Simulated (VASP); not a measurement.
The system is Ta.

```
CELL_PARAMETERS angstrom
2.86010 0.00000 0.00000
-0.95337 2.69653 0.00000
-0.95337 -1.34826 2.33526
ATOMIC_POSITIONS crystal
Ta 0.00000 0.00000 0.00000
```

| Property | Result |
| --- | --- |
| Program | VASP 6.6.1 |
| Task | relaxation of volume and atoms at fixed shape |
| Functional | PBEsol |
| Potentials or basis | VASP PAW PBE potentials, release 64 (Ta_pv) |
| Cutoff | 600 eV |
| k mesh | 17 × 17 × 17 |
| Occupations | gaussian, width 0.05 eV |
| Spin | no spin polarisation |

At the start: pressure -3.8 GPa; volume 18.01 Å³/atom.

**Question.** Where does the relaxation end?

**Answer.** Over 3 steps the energy falls by 4.0 meV/atom and the volume is 17.68 Å³/atom (-1.8 %); space group Im-3m (No. 229, to 0.05 Å).

Step by step:
| step | energy change (eV) | largest force (eV/Å) | pressure (GPa) | volume (Å³) |
| --- | --- | --- | --- | --- |
| 1 | 0.0000 | 0.0000 | -3.80 | 18.01 |
| 2 | 0.0193 | 0.0000 | 10.22 | 16.92 |
| 3 | -0.0040 | 0.0000 | -0.04 | 17.68 |

Final structure:
```xyz
1
Lattice="2.8428 0.0000 0.0000 -0.9476 2.6802 0.0000 -0.9476 -1.3401 2.3211" Properties=species:S:1:pos:R:3 pbc="T T T"
Ta    0.0000    0.0000    0.0000
```

Caveat: the PAW data sets were made with another functional, which shifts forces and pressure a little.
